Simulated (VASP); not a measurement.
# Al2O3 (P-3m1) in VASP: further runs

Al2O3 is run at these levels: LDA; tasks: single point.

Program: VASP 6.6.1. These are calculated values, not measurements. Logs are shortened: lines on timing, memory, paths and dates and some standing lists are left out, and cuts for length are marked.

## 1. The cell of the first run

Symmetry: P-3m1, No. 164, trigonal system. Conventional cell: a = 3.138 Å, b = 3.138 Å, c = 7.878 Å, α = 90.00°, β = 90.00°, γ = 120.00°. Al (site symmetry 3m) has 4 O at 1.75 to 1.91 Å within 2.3 Å. O (site symmetry 3m) has 3 Al at 1.91 Å within 2.5 Å. Within 2.3 Å of O (site symmetry -3m) lie 2 Al at 1.75 Å.

## 2. Single point, LDA (strain +0.040 along x and y, +0.040 along z)

The input, INCAR:

```
PREC     = Accurate       # precision mode
ENCUT    = 520            # plane-wave cutoff, eV
EDIFF    = 1E-6           # SCF threshold, eV
ISMEAR   = 0              # smearing method
SIGMA    = 0.05           # smearing width, eV
LREAL    = F              # projectors in reciprocal space
LASPH    = T              # aspherical terms in the spheres
NELM     = 60             # most SCF steps
ALGO     = Normal         # electronic algorithm
ISIF     = 2              # what is computed and relaxed
LWAVE    = F              # write WAVECAR
LCHARG   = F              # write CHGCAR
NBANDS   = 20             # bands
```

The input, KPOINTS:

```
Automatic mesh
0
Gamma
  12 12 4
```

The input, POSCAR:

```
Al2O3
1.0
    3.1381818458      0.0000000000      0.0000000000
   -1.5690909229      2.7177452001      0.0000000000
    0.0000000000      0.0000000000      7.8776214423
Al O
2 3
Direct
    0.0000000000      0.0000000000      0.2779510000
    0.0000000000      0.0000000000      0.7220490000
    0.3333333333      0.6666666667      0.1994540000
    0.6666666667      0.3333333333      0.8005460000
    0.0000000000      0.0000000000      0.5000000000
```

Potentials or basis: VASP PAW LDA potentials, release 64 (Al, O).

Run with:

```sh
$ cat potpaw_LDA.64/Al/POTCAR potpaw_LDA.64/O/POTCAR > POTCAR
$ mpirun -np 1 vasp_std > vasp.out
```

OUTCAR:

```text
PREC = Accurate
   ENCUT = 520
   EDIFF = 1E-6
   ISMEAR = 0
   LREAL = F
   LASPH = T
   NELM = 60
   ISIF = 2

 ion  position               nearest neighbor table
   1  0.000  0.000  0.278-   5 1.75   3 1.91   3 1.91   3 1.91
   2  0.000  0.000  0.722-   5 1.75   4 1.91   4 1.91   4 1.91
   3  0.333  0.667  0.199-   1 1.91   1 1.91   1 1.91
   4  0.667  0.333  0.801-   2 1.91   2 1.91   2 1.91
   5  0.000  0.000  0.500-   1 1.75   2 1.75

  LATTYP: Found a hexagonal cell.
 ALAT       =     3.1381818458
 C/A-ratio  =     2.5102501478

  Lattice vectors:

 A1 = (   3.1381818458,   0.0000000000,   0.0000000000)
 A2 = (  -1.5690909229,   2.7177452001,   0.0000000000)
 A3 = (   0.0000000000,   0.0000000000,   7.8776214423)

Analysis of symmetry for initial positions (statically):
=====================================================================
 Subroutine PRICEL returns:
 Original cell was already a primitive cell.

 Routine SETGRP: Setting up the symmetry group for a
 hexagonal supercell.

 Subroutine GETGRP returns: Found 12 space group operations
 (whereof 12 operations were pure point group operations)
 out of a pool of 24 trial point group operations.

The static configuration has the point symmetry D_3d.

Analysis of symmetry for dynamics (positions and initial velocities):
=====================================================================
 Subroutine PRICEL returns:
 Original cell was already a primitive cell.

 Routine SETGRP: Setting up the symmetry group for a
 hexagonal supercell.

 Subroutine GETGRP returns: Found 12 space group operations
 (whereof 12 operations were pure point group operations)
 out of a pool of 24 trial point group operations.

The dynamic configuration has the point symmetry D_3d.

 Subroutine INISYM returns: Found 12 space group operations
 (whereof 12 operations are pure point group operations),
 and found     1 'primitive' translations

----------------------------------------------------------------------------------------

                                     Primitive cell

  volume of cell :      67.1865

  direct lattice vectors                    reciprocal lattice vectors
     3.138181846  0.000000000  0.000000000     0.318655849  0.183976040  0.000000000
    -1.569090923  2.717745200  0.000000000     0.000000000  0.367952080  0.000000000
[... 86 lines left out ...]
   LNONCOLLINEAR =      F non collinear calculations
   LSORBIT =      F    spin-orbit coupling
   LASPH  =      T    aspherical Exc in radial PAW
   ENCUT  =  520.0 eV  38.22 Ry    6.18 a.u.   5.83  5.83 14.65*2*pi/ulx,y,z
   NELM   =     60;   NELMIN=  2; NELMDL= -5     # of ELM steps
   EDIFF  = 0.1E-05   stopping-criterion for ELM
   LREAL  =      F    real-space projection
   EDIFFG = 0.1E-04   stopping-criterion for IOM
   NSW    =      0    number of steps for IOM
   IBRION =     -1    ionic relax: 0-MD 1-quasi-New 2-CG
   NFREE  =      0    steps in history (QN), initial steepest desc. (CG)
   ISIF   =      2    stress and relaxation
   ISYM   =      2    0-nonsym 1-usesym 2-fastsym
   POTIM  = 0.5000    time-step for ionic-motion
   TEBEG  =    0.0;   TEEND  =   0.0 temperature during run
   PSTRESS=    0.0 pullay stress
   NELECT =      24.0000    total number of electrons
   NUPDOWN=      -1.0000    fix difference up-down
   EMIN   =  10.00;   EMAX   =-10.00  energy-range for DOS
   EFERMI =   0.00;   METHOD = LEGACY
   ISMEAR =     0;   SIGMA  =   0.05  broadening in eV -4-tet -1-fermi 0-gaus
   EFERMI_NEDOS =   21; number of points for ismear=-14 and -15
   IALGO  =     38    algorithm
   IMIX   =      4    mixing-type and parameters
     AMIX     =   0.40;   BMIX     =  1.00
     AMIX_MAG =   1.60;   BMIX_MAG =  1.00
  volume/ion in A,a.u.               =      13.44        90.68
  Fermi-wavevector in a.u.,A,eV,Ry     =   1.161586  2.195079 18.358088  1.349281
  Thomas-Fermi vector in A             =   2.298156
   LORBIT       =      0    0 simple, 1 ext, 2 COOP (PROOUT), +10 PAW based schemes
   GGA     = CA    functional components
   LHFCALC =     F    Hartree Fock is set to
   AEXX    =    0.0000 exact exchange contribution
   IVDW    =     0    specifies the selected vdW correction
   LEPSILON=     F    determine dielectric tensor
   LRPA    =     F    only Hartree local field effects (RPA)
 non-spin polarized calculation
 Gauss-broadening in eV      SIGMA  =   0.05
  energy-cutoff  :      520.00
  volume of cell :       67.19
 maximum number of plane-waves:      1830
   NGX = 11   NGY = 11   NGZ = 29

 number of electron      23.9999979 magnetization

 Free energy of the ion-electron system (eV)
  ---------------------------------------------------
  ext. energy  EPLUGINS =         0.00000000
  ---------------------------------------------------
  free energy    TOTEN  =       -38.98892690 eV

  energy without entropy =      -38.98892690  energy(sigma->0) =      -38.98892690

 E-fermi :   2.8583     XC(G=0):  -9.7310

 val. band max:        2.6212026997   @ k =   0.0000   0.0000   0.0000
 cond. band min:       4.0149644866   @ k =   0.0000   0.0000   0.0000
 fundamental gap:      1.3937617869
 Fermi energy:         2.8582575876

 k-point     1 :       0.0000    0.0000    0.0000
  band No.  band energies     occupation
      1     -16.1676      2.00000
      2     -16.0179      2.00000
      3     -13.6110      2.00000
      4      -2.9932      2.00000
      5      -1.5213      2.00000
      6      -0.9458      2.00000
[... 541 lines left out ...]
     19      13.8238      0.00000
     20      14.0562      0.00000

 [... further k-points ...]
[... 5 lines left out ...]
  --------------------------------------------------------------------------------------
  -------------------------------------------------------------------------------------
  Total       -8.4356593     -8.4356593     -9.7716670      0.0000000      0.0000000     -0.0000000
  in kB     -201.1627954   -201.1627954   -233.0221970      0.0000000      0.0000000     -0.0000000
  external PRESSURE =    -211.7825959 kB  Pullay stress =       0.0000000 kB

 VOLUME and BASIS-vectors are now :
 -----------------------------------------------------------------------------
  energy-cutoff  :      520.00
  volume of cell :       67.19
      direct lattice vectors                 reciprocal lattice vectors
     3.138181846  0.000000000  0.000000000     0.318655849  0.183976040  0.000000000
    -1.569090923  2.717745200  0.000000000     0.000000000  0.367952080  0.000000000
     0.000000000  0.000000000  7.877621442     0.000000000  0.000000000  0.126941870

 POSITION                                       TOTAL-FORCE (eV/Angst)
 -----------------------------------------------------------------------------------
      0.00000      0.00000      2.18959         0.000000      0.000000      1.066760
      0.00000      0.00000      5.68803        -0.000000     -0.000000     -1.066760
     -0.00000      1.81183      1.57122         0.000000      0.000000      1.181243
      1.56909      0.90592      6.30640        -0.000000      0.000000     -1.181243
      0.00000      0.00000      3.93881         0.000000      0.000000      0.000000
 -----------------------------------------------------------------------------------
    total drift:                                0.000000      0.000000     -0.000000

  FREE ENERGIE OF THE ION-ELECTRON SYSTEM (eV)
  ---------------------------------------------------
  free  energy   TOTEN  =       -38.9889268957 eV

  energy  without entropy=      -38.9889268957  energy(sigma->0) =      -38.98892690
```

stdout:

```text
POSCAR found type information on POSCAR AlO
 POSCAR found :  2 types and       5 ions
 scaLAPACK will be used
 LDA part: xc-table for (Slater(with rela. corr.)+CA(PZ))
 , standard interpolation
 POSCAR, INCAR and KPOINTS ok, starting setup
 FFT: planning ... GRIDC
 FFT: planning ... GRID_SOFT
 FFT: planning ... GRID
 WAVECAR not read
 entering main loop
```

Wall time 34 s (1 thread of Intel Xeon 6975P-C (Granite Rapids), shared host); peak memory 0.19 GiB.

What came out:

```
Free energy            : -38.9889 eV
Pressure               : -21.2 GPa
Largest force          : 1.181 eV/Å
Band gap on the k mesh : 1.39 eV, direct
```

Forces on the atoms (eV/Å):
```
Al   0.000  0.000  1.067
Al   0.000  0.000 -1.067
O    0.000  0.000  1.181
O    0.000  0.000 -1.181
O    0.000  0.000  0.000
```

Levels at points of the mesh, in eV from the valence-band top:
```tsv
k point	band 8	band 9	band 10	band 11	band 12	band 13	band 14	band 15	band 16	band 17
(0.00, 0.00, 0.00)	-3.56	-3.56	-2.23	0.00	0.00	1.39	3.23	6.48	9.46	9.61
(0.50, 0.00, 0.00)	-4.09	-3.34	-2.90	-1.59	-0.41	4.11	5.42	6.93	7.88	8.36
(0.00, 0.00, 0.50)	-3.55	-3.46	-2.93	0.00	0.00	2.31	2.35	7.16	7.85	10.65
(0.50, 0.00, 0.50)	-4.12	-3.20	-3.09	-1.53	-0.41	4.46	4.96	6.81	7.71	9.06
```

Caveat: the cell differs from its parent crystal (strain +0.040 along x and y, +0.040 along z); forces of over 1 eV/Å act on the atoms, so gaps and moduli don't describe the material at rest.

## 3. Single point, LDA (strain +0.080 along x and y, +0.000 along z)

The input, INCAR:

```
ALGO = Normal
EDIFF = 1E-6
ENCUT = 520
GGA = CA
ISIF = 2
ISMEAR = 0
LASPH = T
LCHARG = F
LREAL = F
LWAVE = F
NBANDS = 20
NELM = 80
PREC = Accurate
SIGMA = 0.05
```

The input, KPOINTS:

```
k-points
0
Gamma
  12 12 4
```

POSCAR: that of step 2 with these lines changed.

```diff
@@ -2,5 +2,5 @@
 1.0
-    3.1381818458      0.0000000000      0.0000000000
-   -1.5690909229      2.7177452001      0.0000000000
-    0.0000000000      0.0000000000      7.8776214423
+    3.2588811475      0.0000000000      0.0000000000
+   -1.6294405738      2.8222738617      0.0000000000
+    0.0000000000      0.0000000000      7.5746360022
 Al O
```

Potentials or basis: VASP PAW LDA potentials, release 64 (Al, O).

Run with:

```sh
$ cat potpaw_LDA.64/Al/POTCAR potpaw_LDA.64/O/POTCAR > POTCAR
$ mpirun -np 1 vasp_std > vasp.out
```

Run time: 41 s. Hardware: 1 thread of Intel Xeon 6975P-C (Granite Rapids), shared host; peak memory 0.19 GiB.

Results (log left out):

- Free energy: -38.4624 eV
- Pressure: -21.6 GPa
- Largest force: 1.163 eV/Å
- Band gap on the k mesh: 1.87 eV, direct

Forces on the atoms (eV/Å):
```
Al   0.000  0.000 -0.704
Al   0.000  0.000  0.704
O    0.000  0.000  1.163
O    0.000  0.000 -1.163
O    0.000  0.000  0.000
```

Stress tensor (GPa, compression positive):
```
-28.45   0.00   0.00
  0.00 -28.45   0.00
  0.00   0.00  -7.78
```

Levels at points of the mesh, in eV from the valence-band top:
```csv
k point,band 10,band 11,band 12,band 13,band 14,band 15
"(0.00, 0.00, 0.00)",-1.15,0.00,0.00,1.87,3.70,7.18
"(0.50, 0.00, 0.00)",-1.65,-0.74,-0.29,4.80,6.09,7.35
"(0.00, 0.00, 0.50)",-2.03,0.00,0.00,2.75,2.91,7.77
"(0.50, 0.00, 0.50)",-1.87,-0.64,-0.28,5.24,5.48,7.45
```

Caveat: the cell differs from its parent crystal (strain +0.080 along x and y, +0.000 along z); forces of over 1 eV/Å act on the atoms, so gaps and moduli don't describe the material at rest.

## 4. Single point, LDA (strain +0.040 along x and y, +0.080 along z)

The input, INCAR:

```
SYSTEM = Al2O3
PREC     = Accurate       ! precision mode
ENCUT    = 520            ! plane-wave cutoff, eV
EDIFF    = 1E-6           ! SCF threshold, eV
ISMEAR   = 0              ! smearing method
SIGMA    = 0.05           ! smearing width, eV
LREAL    = .FALSE.        ! projectors in reciprocal space
LASPH    = .TRUE.         ! aspherical terms in the spheres
NELM     = 60             ! most SCF steps
ALGO     = Normal         ! electronic algorithm
ISIF     = 2              ! what is computed and relaxed
LWAVE    = .FALSE.        ! write WAVECAR
LCHARG   = .TRUE.         ! write CHGCAR
GGA      = CA             ! functional
LELF     = .TRUE.         ! ELF
LVHAR    = .TRUE.       
NBANDS   = 20             ! bands
```

The input, KPOINTS:

```
Automatic mesh
0
G
  12 12 4
  0 0 0
```

POSCAR: that of step 3 with these lines changed.

```diff
@@ -2,5 +2,5 @@
 1.0
-    3.2588811475      0.0000000000      0.0000000000
-   -1.6294405738      2.8222738617      0.0000000000
-    0.0000000000      0.0000000000      7.5746360022
+    3.1381818458      0.0000000000      0.0000000000
+   -1.5690909229      2.7177452001      0.0000000000
+    0.0000000000      0.0000000000      8.1806068824
 Al O
```

Run with:

```sh
$ cat potpaw_LDA.64/Al/POTCAR potpaw_LDA.64/O/POTCAR > POTCAR
$ mpirun -np 1 vasp_std > vasp.out
```

Run time: 33 s. Hardware: 1 thread of Intel Xeon 6975P-C (Granite Rapids), shared host; peak memory 0.2 GiB.

The run converged. Its results:

```
Free energy            : -38.5222 eV
Pressure               : -24.5 GPa
Largest force          : 1.999 eV/Å
Band gap on the k mesh : 0.79 eV, direct
```

Forces on the atoms (eV/Å):
```
Al   0.000  0.000  1.999
Al   0.000  0.000 -1.999
O    0.000  0.000  1.456
O    0.000  0.000 -1.456
O    0.000  0.000  0.000
```

Stress tensor (GPa, compression positive):
```
-19.60   0.00   0.00
  0.00 -19.60   0.00
  0.00   0.00 -34.20
```

Levels at points of the mesh, in eV from the valence-band top:
| k point | band 8 | band 9 | band 10 | band 11 | band 12 | band 13 | band 14 | band 15 | band 16 | band 17 |
| --- | --- | --- | --- | --- | --- | --- | --- | --- | --- | --- |
| (0.00, 0.00, 0.00) | -4.01 | -4.01 | -2.68 | 0.00 | 0.00 | 0.79 | 2.60 | 5.80 | 8.60 | 8.81 |
| (0.50, 0.00, 0.00) | -4.31 | -3.53 | -3.44 | -1.86 | -0.43 | 3.59 | 4.79 | 6.12 | 7.31 | 7.55 |
| (0.00, 0.00, 0.50) | -4.01 | -4.01 | -3.24 | 0.00 | 0.00 | 1.59 | 1.82 | 6.50 | 7.09 | 10.16 |
| (0.50, 0.00, 0.50) | -4.31 | -3.59 | -3.42 | -1.83 | -0.42 | 3.86 | 4.44 | 5.94 | 7.19 | 8.24 |

Caveat: the cell differs from its parent crystal (strain +0.040 along x and y, +0.080 along z); forces of over 1 eV/Å act on the atoms, so gaps and moduli don't describe the material at rest. A k mesh can miss the band edges.

## 5. Overview

```csv
cell,gap on the mesh (eV),pressure (GPa),largest force (eV/Å)
"a = 3.138, b = 3.138, c = 7.878 Å, angles 90.0, 90.0, 120.0°, 5 atoms",1.39,-21.2,1.18
"a = 3.259, b = 3.259, c = 7.575 Å, angles 90.0, 90.0, 120.0°, 5 atoms",1.87,-21.6,1.16
"a = 3.138, b = 3.138, c = 8.181 Å, angles 90.0, 90.0, 120.0°, 5 atoms",0.79,-24.5,2.00
```

Alike in all rows: task single point; level LDA; potentials or basis VASP PAW LDA potentials, release 64 (Al, O); no spin polarisation; k mesh 12 × 12 × 4; cutoff (eV) 520; smearing gaussian 0.05 eV.

Caveats: forces of over 1 eV/Å act on the atoms, so gaps and moduli don't describe the material at rest.

Absolute energies hang on the potentials; compare differences alone.
